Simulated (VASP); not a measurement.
Here is a VASP 6.6.1 calculation.

INCAR

```
SYSTEM = ZrNb2B4
PREC     = Accurate       ! precision mode
ENCUT    = 500            ! plane-wave cutoff, eV
EDIFF    = 1E-6           ! SCF threshold, eV
ISMEAR   = 0              ! smearing method
SIGMA    = 0.2            ! smearing width, eV
LREAL    = .False.        ! projectors in reciprocal space
LASPH    = .True.         ! aspherical terms in the spheres
NELM     = 120            ! most SCF steps
ALGO     = Normal         ! electronic algorithm
ISIF     = 2              ! what is computed and relaxed
LWAVE    = .False.        ! write WAVECAR
LCHARG   = .False.        ! write CHGCAR
GGA      = PE             ! functional
NBANDS   = 34             ! bands
GGA_COMPAT= .False.
```

The input KPOINTS:

```
regular mesh
0
Gamma
  8 8 8
  0 0 0
```

The input POSCAR:

```
ZrNb2B4
1.0
    3.1765354473      0.0000588007     -0.0000469281
   -0.0000541809     -3.3875242264      0.0001001634
   -1.5881494466      1.6939365373     -7.1250346480
Zr Nb B
1 2 4
Direct
    0.5000016865     -0.0000010542     -0.0000001132
    0.1861828702      0.1861930252      0.3723665464
    0.8138179755      0.8138080050      0.6276348420
    0.9342667897      0.4342560100      0.8685157396
    0.0657362057      0.5657438221      0.1314843230
    0.3661813562      0.3661828198      0.7323825668
    0.6338131160      0.6338173722      0.2676160953
```

Potentials or basis: VASP PAW PBE potentials, release 64 (Zr_sv, Nb_sv, B).

Launch:

```console
$ cat potpaw_PBE.64/Zr_sv/POTCAR potpaw_PBE.64/Nb_sv/POTCAR potpaw_PBE.64/B/POTCAR > POTCAR
$ mpirun -np 1 vasp_std > vasp.out
```

(1) What does it give for the largest force?

(2) Predict the pressure.

Results:

(1) 0.020 eV/Å.

(2) -0.2 GPa.
